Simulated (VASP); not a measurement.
Input of a VASP 6.6.1 run:

INCAR

```
SYSTEM = Os
PREC = Accurate
ENCUT = 600
EDIFF = 1E-6
ISMEAR = 0
SIGMA = 0.1
LREAL = .FALSE.
LASPH = .TRUE.
NELM = 100
ALGO = Normal
ISIF = 3
LWAVE = .FALSE.
LCHARG = .FALSE.
GGA = PE
IBRION = 2
NSW = 90
EDIFFG = -0.04
```

KPOINTS

```
regular mesh
0
G
  6 6 6
  0 0 0
```

POSCAR

```
Os
1.0
    2.9902072023      0.0000000000      0.0000000000
    0.0000000000      2.9902072023      0.0000000000
    0.0000000000      0.0000000000      3.2982176775
Os
2
Direct
    0.0000000000      0.5000000000      0.3333300000
    0.5000000000      0.0000000000      0.6666700000
```

Potentials or basis: VASP PAW PBE potentials, release 64 (Os).

Command:

```sh
$ cat potpaw_PBE.64/Os/POTCAR > POTCAR
$ mpirun -np 1 vasp_std > vasp.out
```

Task: Estimate the space group after relaxing (to 0.1 Å).

Result: Fm-3m (No. 225).

Task: What does it give for the relaxed cell?

Result: a = 2.738 Å, b = 2.738 Å, c = 3.825 Å, α = 90.00°, β = 90.00°, γ = 90.00°.

Task: Predict the band gap on the k mesh.

Result: Zero (bands 8 and 9 overlap by 3.11 eV).

Forces in eV/Å, atoms in the order of the input:
```
Os   0.000  0.000  0.022
Os   0.000  0.000 -0.022
```

Caveat: a cell axis changed by over 15 % at a fixed basis, so the end point is rough; spin-orbit coupling is left out, which moves the levels of the heavy elements.
